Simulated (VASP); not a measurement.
# Pt (I4/mmm) in VASP: single point with PBEsol

Aim: the single point of Pt with PBEsol.

Everything below comes from runs of VASP 6.6.1. Logs are shortened: lines on timing, memory, paths and dates and some standing lists are left out, and cuts for length are marked.

### Step 1. The cell of the first run

Symmetry: I4/mmm, No. 139, tetragonal system. Conventional cell: a = 2.726 Å, b = 2.726 Å, c = 4.090 Å, α = 90.00°, β = 90.00°, γ = 90.00°. Pt (site symmetry 4/mmm) has 12 Pt at 2.73 to 2.81 Å within 3.6 Å.

### Step 2. Single point, PBEsol

INCAR reads:

```
ALGO     = Fast           # electronic algorithm
EDIFF    = 1E-6           # SCF threshold, eV
ENCUT    = 520            # plane-wave cutoff, eV
GGA      = PS             # functional
ISIF     = 2              # what is computed and relaxed
ISMEAR   = 0              # smearing method
LASPH    = True           # aspherical terms in the spheres
LCHARG   = False          # write CHGCAR
LREAL    = False          # projectors in reciprocal space
LWAVE    = False          # write WAVECAR
NBANDS   = 11             # bands
NELM     = 80             # most SCF steps
PREC     = Accurate       # precision mode
SIGMA    = 0.15           # smearing width, eV
```

KPOINTS reads:

```
k-points
0
Gamma
  30 30 30
```

POSCAR reads:

```
Pt
1.0
   -1.3631966330      1.3631966330      2.0447949495
    1.3631966330     -1.3631966330      2.0447949495
    1.3631966330      1.3631966330     -2.0447949495
Pt
1
Direct
    0.0000000000      0.0000000000      0.0000000000
```

Potentials or basis: VASP PAW PBE potentials, release 64 (Pt).

Launch:

```bash
> cat potpaw_PBE.64/Pt/POTCAR > POTCAR
> mpirun -np 1 vasp_std > vasp.out
```

OUTCAR:

```text
EDIFF = 1E-6
   ENCUT = 520
   GGA = PS
   ISIF = 2
   ISMEAR = 0
   LASPH = True
   LREAL = False
   NELM = 80
   PREC = Accurate

 ion  position               nearest neighbor table
   1  0.000  0.000  0.000-

  LATTYP: Found a body centered tetragonal cell.
 ALAT       =     2.7263932660
 C/A-ratio  =     1.5000000000

  Lattice vectors:

 A1 = (  -1.3631966330,   1.3631966330,   2.0447949495)
 A2 = (   1.3631966330,  -1.3631966330,   2.0447949495)
 A3 = (   1.3631966330,   1.3631966330,  -2.0447949495)

Analysis of symmetry for initial positions (statically):
=====================================================================
 Subroutine PRICEL returns:
 Original cell was already a primitive cell.

 Routine SETGRP: Setting up the symmetry group for a
 body centered tetragonal supercell.

 Subroutine GETGRP returns: Found 16 space group operations
 (whereof 16 operations were pure point group operations)
 out of a pool of 16 trial point group operations.

The static configuration has the point symmetry D_4h.

Analysis of symmetry for dynamics (positions and initial velocities):
=====================================================================
 Subroutine PRICEL returns:
 Original cell was already a primitive cell.

 Routine SETGRP: Setting up the symmetry group for a
 body centered tetragonal supercell.

 Subroutine GETGRP returns: Found 16 space group operations
 (whereof 16 operations were pure point group operations)
 out of a pool of 16 trial point group operations.

The dynamic configuration has the point symmetry D_4h.

 Subroutine INISYM returns: Found 16 space group operations
 (whereof 16 operations are pure point group operations),
 and found     1 'primitive' translations

----------------------------------------------------------------------------------------

                                     Primitive cell

  volume of cell :      15.1994

  direct lattice vectors                    reciprocal lattice vectors
    -1.363196633  1.363196633  2.044794949     0.000000000  0.366784943  0.244523296
     1.363196633 -1.363196633  2.044794949     0.366784943  0.000000000  0.244523296
     1.363196633  1.363196633 -2.044794949     0.366784943  0.366784943  0.000000000

  length of vectors
     2.810301853  2.810301853  2.810301853     0.440820640  0.440820640  0.518712242

  position of ions in fractional coordinates (direct lattice)
     0.000000000  0.000000000  0.000000000

  ion indices of the primitive-cell ions
   primitive index   ion index
[... 81 lines left out ...]
   POTIM  = 0.5000    time-step for ionic-motion
   TEBEG  =    0.0;   TEEND  =   0.0 temperature during run
   PSTRESS=    0.0 pullay stress
   NELECT =      10.0000    total number of electrons
   NUPDOWN=      -1.0000    fix difference up-down
   EMIN   =  10.00;   EMAX   =-10.00  energy-range for DOS
   EFERMI =   0.00;   METHOD = LEGACY
   ISMEAR =     0;   SIGMA  =   0.15  broadening in eV -4-tet -1-fermi 0-gaus
   EFERMI_NEDOS =   21; number of points for ismear=-14 and -15
   IALGO  =     68    algorithm
   IMIX   =      4    mixing-type and parameters
     AMIX     =   0.40;   BMIX     =  1.00
     AMIX_MAG =   1.60;   BMIX_MAG =  1.00
  volume/ion in A,a.u.               =      15.20       102.57
  Fermi-wavevector in a.u.,A,eV,Ry     =   1.423855  2.690697 27.583967  2.027364
  Thomas-Fermi vector in A             =   2.544409
   LORBIT       =      0    0 simple, 1 ext, 2 COOP (PROOUT), +10 PAW based schemes
   GGA     = PS    functional components
   LHFCALC =     F    Hartree Fock is set to
   AEXX    =    0.0000 exact exchange contribution
   IVDW    =     0    specifies the selected vdW correction
   LEPSILON=     F    determine dielectric tensor
   LRPA    =     F    only Hartree local field effects (RPA)
 non-spin polarized calculation
 RMM-DIIS sequential band-by-band and
 Gauss-broadening in eV      SIGMA  =   0.15
  energy-cutoff  :      520.00
  volume of cell :       15.20
 maximum number of plane-waves:       423
 NGX is ok and might be reduce to    24
   NGX = 11   NGY = 11   NGZ = 11

 number of electron      10.0000000 magnetization

 Free energy of the ion-electron system (eV)
  ---------------------------------------------------
  ext. energy  EPLUGINS =         0.00000000
  ---------------------------------------------------
  free energy    TOTEN  =        -6.96007295 eV

  energy without entropy =       -6.93908174  energy(sigma->0) =       -6.94957734

 E-fermi :  10.9304     XC(G=0): -13.5806

 val. band max:       10.9303513503   @ k =  -0.2333   0.4667   0.2333
 cond. band min:      10.9304566777   @ k =  -0.2333   0.5000   0.2000
 fundamental gap:      0.0001053273
 Fermi energy:        10.9304078865

 k-point     1 :       0.0000    0.0000    0.0000
  band No.  band energies     occupation
      1       0.7398      2.00000
      2       6.7321      2.00000
      3       7.4471      2.00000
      4       7.4471      2.00000
      5       8.9022      2.00000
      6       9.7404      2.00000
      7      25.6494      0.00000
      8      29.5474      0.00000
      9      31.0061      0.00000
     10      31.0061      0.00000
     11      35.8550      0.00000
[... 309 lines left out ...]
 k-point    24 :       0.2667    0.0333    0.0000
  band No.  band energies     occupation
      1       3.1070      2.00000
      2       6.9291      2.00000
      3       7.2215      2.00000
      4       7.8610      2.00000
      5       9.4639      2.00000
      6       9.9533      2.00000
      7      23.2881      0.00000
      8      27.0626      0.00000
      9      32.4250      0.00000
     10      33.9538      0.00000
     11      34.3001      0.00000

 [... further k-points ...]

------------------------ aborting loop because EDIFF is reached ----------------------------------------

  FORCE on cell =-STRESS in cart. coord.  units (eV):
  Direction    XX          YY          ZZ          XY          YZ          ZX
  --------------------------------------------------------------------------------------
  -------------------------------------------------------------------------------------
  Total       -0.0489205     -0.0489205     -0.7254944      0.0000000      0.0000000      0.0000000
  in kB       -5.1567340     -5.1567340    -76.4747168      0.0000000      0.0000000      0.0000000
  external PRESSURE =     -28.9293950 kB  Pullay stress =       0.0000000 kB

 VOLUME and BASIS-vectors are now :
 -----------------------------------------------------------------------------
  energy-cutoff  :      520.00
  volume of cell :       15.20
      direct lattice vectors                 reciprocal lattice vectors
    -1.363196633  1.363196633  2.044794949     0.000000000  0.366784943  0.244523296
     1.363196633 -1.363196633  2.044794949     0.366784943  0.000000000  0.244523296
     1.363196633  1.363196633 -2.044794949     0.366784943  0.366784943  0.000000000

 POSITION                                       TOTAL-FORCE (eV/Angst)
 -----------------------------------------------------------------------------------
      0.00000      0.00000      0.00000         0.000000      0.000000     -0.000000
 -----------------------------------------------------------------------------------
    total drift:                                0.000000      0.000000     -0.000000

  FREE ENERGIE OF THE ION-ELECTRON SYSTEM (eV)
  ---------------------------------------------------
  free  energy   TOTEN  =        -6.9600729509 eV

  energy  without entropy=       -6.9390817355  energy(sigma->0) =       -6.94957734
```

OSZICAR:

```text
N       E                     dE             d eps       ncg     rms          rms(c)
DAV:   1     0.390759505114E+02    0.39076E+02   -0.53591E+03 44672   0.844E+02
DAV:   2    -0.679849687600E+01   -0.45874E+02   -0.44008E+02 50050   0.177E+02
DAV:   3    -0.741033314457E+01   -0.61184E+00   -0.60772E+00 51253   0.194E+01
DAV:   4    -0.741270536210E+01   -0.23722E-02   -0.23720E-02 50364   0.142E+00
DAV:   5    -0.741272413237E+01   -0.18770E-04   -0.18771E-04 51457   0.118E-01    0.130E+01
RMM:   6    -0.700715213707E+01    0.40557E+00   -0.40914E-01 43987   0.539E+00    0.666E+00
RMM:   7    -0.696414064915E+01    0.43011E-01   -0.75670E-02 46235   0.248E+00    0.253E+00
RMM:   8    -0.696046081351E+01    0.36798E-02   -0.90954E-03 46610   0.857E-01    0.686E-01
RMM:   9    -0.696005566058E+01    0.40515E-03   -0.10657E-03 50128   0.282E-01    0.486E-02
RMM:  10    -0.696007220407E+01   -0.16543E-04   -0.15462E-04 50589   0.954E-02    0.553E-02
RMM:  11    -0.696007293223E+01   -0.72817E-06   -0.18284E-05 51930   0.298E-02    0.163E-02
RMM:  12    -0.696007295086E+01   -0.18623E-07   -0.70355E-06 47778   0.205E-02
   1 F= -.69600730E+01 E0= -.69495773E+01  d E =-.209912E-01
```

stdout:

```text
POSCAR found type information on POSCAR Pt
 POSCAR found :  1 types and       1 ions
 scaLAPACK will be used
 -----------------------------------------------------------------------------
|                                                                             |
|                                                                             |
|     You enforced a specific xc type in the INCAR file but a different       |
|     I HOPE YOU KNOW WHAT YOU ARE DOING!                                     |
|                                                                             |
 -----------------------------------------------------------------------------

 LDA part: xc-table for (Slater+PW92), standard interpolation
 POSCAR, INCAR and KPOINTS ok, starting setup
 FFT: planning ... GRIDC
 FFT: planning ... GRID_SOFT
 FFT: planning ... GRID
 WAVECAR not read
 entering main loop
```

It took 1.9 min on 1 thread of Intel Xeon 6975P-C (Granite Rapids), shared host; peak memory 0.44 GiB.

What came out:

```yaml
Free_energy: -6.9601 eV
Pressure: -2.9 GPa
Band_gap_on_the_k_mesh: zero (bands 5 and 6 overlap by 2.53 eV)
```

Levels at points of the mesh, in eV from the Fermi level:
```
           k point  band 3  band 4  band 5  band 6  band 7  band 8
(0.00, 0.00, 0.00)   -3.48   -3.48   -2.03   -1.19   14.72   18.62
(0.50, 0.00, 0.00)   -3.46   -0.49   -0.09    0.21    5.79   14.11
(0.50, 0.50, 0.00)   -0.03    0.20    0.82    2.13    9.29   10.82
(0.50, 0.50, 0.50)    0.09    0.47    0.47    1.02    7.77   12.05
```

Caveat: the stress differs along the axes, from -8 to -1 GPa; the PAW data sets were made with another functional, which shifts forces and pressure a little; spin-orbit coupling is left out, which moves the levels of the heavy elements.
